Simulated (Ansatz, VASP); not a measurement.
**One calculation of TiC, two programs**

INCAR

```
ALGO = Normal ; EDIFF = 1E-6
ENCUT = 520 ; GGA = PE
ISIF = 2 ; ISMEAR = 0
LASPH = T ; LCHARG = F
LREAL = F ; LWAVE = F
NBANDS = 15 ; NELM = 100
PREC = Accurate ; SIGMA = 0.1
```

Contents of KPOINTS:

```
k-points
0
Gamma
  14 14 14
```

POSCAR

```
TiC
1.0
    0.0000000000      2.1640000000      2.1640000000
    2.1640000000      0.0000000000      2.1640000000
    2.1640000000      2.1640000000      0.0000000000
Ti C
1 1
Direct
    0.0207948244     -0.0207948244      0.0207948244
    0.5000000000      0.5000000000      0.5000000000
```

Input for Ansatz:

```yaml
crystal:
  lattice:
    - [0.0, 2.164, 2.164]
    - [2.164, 0.0, 2.164]
    - [2.164, 2.164, 0.0]
  atoms:
    - { symbol: Ti, position: [0.0207948244, -0.0207948244, 0.0207948244] }
    - { symbol: C, position: [0.5, 0.5, 0.5] }
basis:
  ecutwfc: 420
kpoints:
  mp_grid: { grid: [14, 14, 14] }
hamiltonian:
  xc: pbe
scf:
  occupations: { method: gaussian, width: 0.1 }
output:
  forces: true
  stress: true
  eigenvalues: true
  populations: true
```

Change from the starting cell: one atom moved.

Alike in both runs: task single point; functional PBE; k mesh 14 × 14 × 14; occupations gaussian, width 0.1 eV; no spin polarisation.

```csv
,VASP,Ansatz
version,VASP 6.6.1,Ansatz 0.2.0
potentials or method,"VASP PAW PBE potentials, release 64 (Ti_sv, C), cutoff 520 eV","scalar-relativistic, plane waves, PAW"
valence electrons in the cell,16,16
```

VASP gave:

* gap on the k mesh at the Fermi level (eV): none
* pressure (GPa): 2.0
* traceless stress, the component that is largest in VASP (GPa): 1.48
* rms of the force components (eV/Å): 0.474

Question: Estimate Ansatz's values.

Answer: gap on the k mesh at the Fermi level (eV): none; pressure (GPa): 1.8; traceless stress, the component that is largest in VASP (GPa): 1.46; rms of the force components (eV/Å): 0.471.

Atom by atom the forces differ by 0.002 eV/Å (rms over components). A gap of «none» marks a metal or a gap that the smearing closes. The functional is the same, so the differences come from potentials, cutoffs and numerics.
